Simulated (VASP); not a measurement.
Here is a VASP 6.6.1 calculation.

Contents of INCAR:

```
SYSTEM = AlN
PREC     = Accurate       ! precision mode
ENCUT    = 520            ! plane-wave cutoff, eV
EDIFF    = 1E-6           ! SCF threshold, eV
ISMEAR   = 0              ! smearing method
SIGMA    = 0.05           ! smearing width, eV
LREAL    = .FALSE.        ! projectors in reciprocal space
LASPH    = .TRUE.         ! aspherical terms in the spheres
NELM     = 80             ! most SCF steps
ALGO     = Normal         ! electronic algorithm
ISIF     = 2              ! what is computed and relaxed
LWAVE    = .FALSE.        ! write WAVECAR
LCHARG   = .FALSE.        ! write CHGCAR
GGA      = PS             ! functional
NBANDS   = 16             ! bands
```

Contents of KPOINTS:

```
Automatic mesh
0
G
  9 9 6
  0 0 0
```

Contents of POSCAR:

```
AlN
1.0
    3.4285431259      0.0000000000      0.0000000000
   -1.7142715630      2.9692054450      0.0000000000
    0.0000000000      0.0000000000      4.2993899492
Al N
2 2
Direct
    0.3333333333      0.6666666667      0.7500000000
    0.6666666667      0.3333333333      0.2500000000
    0.3333333333      0.6666666667      0.2500000000
    0.6666666667      0.3333333333      0.7500000000
```

Potentials or basis: VASP PAW PBE potentials, release 64 (Al, N).

Command:

```sh
$ cat potpaw_PBE.64/Al/POTCAR potpaw_PBE.64/N/POTCAR > POTCAR
$ mpirun -np 1 vasp_std > vasp.out
```

Problem. What does it give for the pressure?

Solution. -19.6 GPa.

Problem. Estimate the band gap on the k mesh.

Solution. 2.51 eV, direct.

Stress tensor (GPa, compression positive):
```
-20.67   0.00   0.00
  0.00 -20.67   0.00
  0.00   0.00 -17.41
```

Caveat: the PAW data sets were made with another functional, which shifts forces and pressure a little.
